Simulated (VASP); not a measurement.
Au, 2 atoms in the cell. The structure is hexagonal, space group P6_3/mmc (No. 194). Conventional cell: a = 2.937 Å, b = 2.937 Å, c = 4.551 Å, α = 90.00°, β = 90.00°, γ = 120.00°. Au (site symmetry -6m2) has 12 Au at 2.84 to 2.94 Å within 3.7 Å. This isn't the form of Au at room conditions, which is fcc. This cell differs from its parent crystal: strain +0.025 along x and y, -0.050 along z.

* Program: VASP 6.6.1
* Task: single point
* Functional: PBEsol
* Potentials or basis: VASP PAW PBE potentials, release 64 (Au)
* Cutoff: 520 eV
* k mesh: 24 × 24 × 12
* Occupations: gaussian, width 0.15 eV
* Spin: no spin polarisation
* Dipole correction: no
* Further INCAR settings: ALGO = Fast; EDIFF = 1e-07; NBANDS = 18

Potentials or basis: VASP PAW PBE potentials, release 64 (Au).

The run is started by

```sh
$ cat potpaw_PBE.64/Au/POTCAR > POTCAR
$ mpirun -np 1 vasp_std > vasp.out
```

Hardware: 1 thread of Intel(R) Xeon(R) 6975P-C (Granite Rapids) (shared host).

Question: Estimate the wall time of this run.

Answer: Wall time 110 s on 1 thread of Intel(R) Xeon(R) 6975P-C (Granite Rapids), with other jobs on the host, peak memory 0.32 GiB. Counts: scf iterations 15, k points 427.
